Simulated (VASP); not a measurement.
Runs of VASP 6.6.1 on Re. The structure is that of space group P6_3/mmc (No. 194), or close to it. The cells are those of the table. 

| cell | gap on the mesh (eV) | pressure (GPa) |
| --- | --- | --- |
| a = 2.750, b = 2.750, c = 4.799 Å, angles 90.0, 90.0, 120.0°, 2 atoms | none | -23.9 |
| a = 2.796, b = 2.796, c = 4.088 Å, angles 90.0, 90.0, 120.0°, 2 atoms | none | (b) |
| a = 2.796, b = 2.796, c = 4.266 Å, angles 90.0, 90.0, 120.0°, 2 atoms | none | 4.7 |
| a = 2.842, b = 2.842, c = 4.799 Å, angles 90.0, 90.0, 120.0°, 2 atoms | none | -40.7 |
| a = 2.888, b = 2.888, c = 4.621 Å, angles 90.0, 90.0, 120.0°, 2 atoms | none | -40.0 |
| a = 2.704, b = 2.704, c = 4.443 Å, angles 90.0, 90.0, 120.0°, 2 atoms | none | 14.7 |
| a = 2.613, b = 2.613, c = 4.799 Å, angles 90.0, 90.0, 120.0°, 2 atoms | none | (a) |
| a = 2.842, b = 2.842, c = 4.088 Å, angles 90.0, 90.0, 120.0°, 2 atoms | none | (c) |

Alike in all rows: task single point; level PBEsol; potentials or basis VASP PAW PBE potentials, release 64 (Re); no spin polarisation; k mesh 18 × 18 × 10; cutoff (eV) 520; smearing gaussian 0.15 eV.

Fill in the values left out.

(a) 18.4; (b) 26.8; (c) 12.6.

Caveats: the PAW data sets were made with another functional, which shifts forces and pressure a little; spin-orbit coupling is left out, which moves the levels of the heavy elements; the cell stands under pressure (at least some runs); the cell stands under tension (at least some runs).

A k mesh can miss the band edges, and the runs leave out spin-orbit coupling on Re.

A gap of «none» marks levels without a gap at the run's occupations.
